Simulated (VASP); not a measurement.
Set up this calculation in VASP 6.6.1, as the native input.

* Task: density of states
* Functional: PBE
* Potentials or basis: VASP PAW PBE potentials, release 64 (Os)
* Cutoff: 520 eV
* k mesh: 17 × 17 × 17
* Occupations: fermi-dirac, width 0.08 eV
* Spin: no spin polarisation
* Dipole correction: no
* k mesh for the DOS: 26 × 26 × 26
* Occupations for the DOS: tetrahedron
* Further INCAR settings: ALGO = Normal; EDIFF = 1e-06; NBANDS = 10

Os:

```
Os
1.0
     2.55794    0.00000    0.00000
     0.00000    2.55794    0.00000
     0.00000    0.00000    2.55794
Os
1
Direct
  0.00000 0.00000 0.00000
```

These files were run (other wordings do the same):

POSCAR

```
Os
1.0
    2.5579363325      0.0000000000      0.0000000000
    0.0000000000      2.5579363325      0.0000000000
    0.0000000000      0.0000000000      2.5579363325
Os
1
Direct
    0.0000000000      0.0000000000      0.0000000000
```

INCAR.step1

```
  PREC = Accurate
  ENCUT = 520
  EDIFF = 1E-6
  ISMEAR = -1
  SIGMA = 0.08
  LREAL = F
  LASPH = T
  NELM = 60
  ALGO = Normal
  ISIF = 2
  LWAVE = F
  LCHARG = T
  LMAXMIX = 4
  GGA = PE
  NBANDS = 10
```

KPOINTS.step1

```
Automatic mesh
0
Gamma
  17 17 17
```

INCAR.step2

```
  PREC = Accurate
  ENCUT = 520
  EDIFF = 1E-6
  ISMEAR = -5
  SIGMA = 0.08
  LREAL = F
  LASPH = T
  NELM = 60
  ALGO = Normal
  ISIF = 2
  LWAVE = F
  LCHARG = F
  LMAXMIX = 4
  GGA = PE
  LORBIT = 11
  NBANDS = 10
  NEDOS = 2001
  ICHARG = 11
```

KPOINTS.step2

```
Automatic mesh
0
Gamma
  26 26 26
```

Potentials or basis: VASP PAW PBE potentials, release 64 (Os).

Launch:

```bash
$ cat potpaw_PBE.64/Os/POTCAR > POTCAR
$ cp INCAR.step1 INCAR
$ cp KPOINTS.step1 KPOINTS
$ mpirun -np 1 vasp_std > vasp.out
$ cp INCAR.step2 INCAR
$ cp KPOINTS.step2 KPOINTS
$ mpirun -np 1 vasp_std > vasp.out
```

Results of the run:

The valence electrons inside the program's atomic spheres are Os 7.29.

Caveat: spin-orbit coupling is left out, which moves the levels of the heavy elements.

Wall time 43 s on 1 thread of Intel(R) Xeon(R) Platinum 8488C (Sapphire Rapids), with other jobs on the host, peak memory 0.22 GiB.
